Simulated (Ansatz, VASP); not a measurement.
## Ta2N: VASP beside Ansatz

The input INCAR:

```
SYSTEM = Ta2N
  PREC = Accurate
  ENCUT = 520
  EDIFF = 1E-6
  ISMEAR = 0
  SIGMA = 0.1
  LREAL = .FALSE.
  LASPH = .TRUE.
  NELM = 80
  ALGO = Normal
  ISIF = 2
  LWAVE = .FALSE.
  LCHARG = .FALSE.
  GGA = PS
  NBANDS = 20
```

Contents of KPOINTS:

```
regular mesh
0
G
  15 15 10
  0 0 0
```

File POSCAR:

```
Ta2N
1.0
    3.1989321266      0.0000000000      0.0000000000
   -1.5994660633      2.7703564866      0.0000000000
    0.0000000000      0.0000000000      5.1505873336
Ta N
2 1
Direct
    0.6666666700      0.3333333300      0.7301992481
    0.3333333300      0.6666666700      0.2698007519
    0.0000000000      0.0000000000      0.0000000000
```

Input for Ansatz:

```yaml
crystal:
  lattice:
    - [3.1989321266, 0.0, 0.0]
    - [-1.5994660633, 2.7703564866, 0.0]
    - [0.0, 0.0, 5.1505873336]
  atoms:
    - { symbol: Ta, position: [0.66666667, 0.33333333, 0.7301992481] }
    - { symbol: Ta, position: [0.33333333, 0.66666667, 0.2698007519] }
    - { symbol: "N", position: [0.0, 0.0, 0.0] }
basis:
  ecutwfc: 420
kpoints:
  mp_grid: { grid: [15, 15, 10] }
hamiltonian:
  xc: pbesol
scf:
  occupations: { method: gaussian, width: 0.1 }
output:
  forces: true
  stress: true
  eigenvalues: true
```

Alike in both runs: task single point; functional PBEsol; k mesh 15 × 15 × 10; occupations gaussian, width 0.1 eV; no spin polarisation.

|  | VASP | Ansatz |
| --- | --- | --- |
| version | VASP 6.6.1 | Ansatz 0.2.0 |
| potentials or method | VASP PAW PBE potentials, release 64 (Ta_pv, N), cutoff 520 eV | scalar-relativistic, plane waves, PAW |
| valence electrons in the cell | 27 | 31 |

```tsv
	VASP	Ansatz	Ansatz less VASP
gap on the k mesh at the Fermi level (eV)	none	none	-
pressure (GPa)	-32.4	-32.6	-0.19
traceless stress, the component that is largest in VASP (GPa)	-1.68	-1.65	+0.035
rms of the force components (eV/Å)	0.891	0.908	+0.0175
```

VASP's potentials were made for PBE, not for PBEsol. Atom by atom the forces differ by 0.017 eV/Å (rms over components). A gap of «none» marks a metal or a gap that the smearing closes. Both programs put the cell under strong tension, so it lies far from rest at this level. VASP's potentials hold 27 valence electrons a cell and Ansatz's 31, so a difference there can come from the potentials and not from the codes.

Spin-orbit coupling is off throughout. Noted on VASP's run: the cell as given lies far from equilibrium.
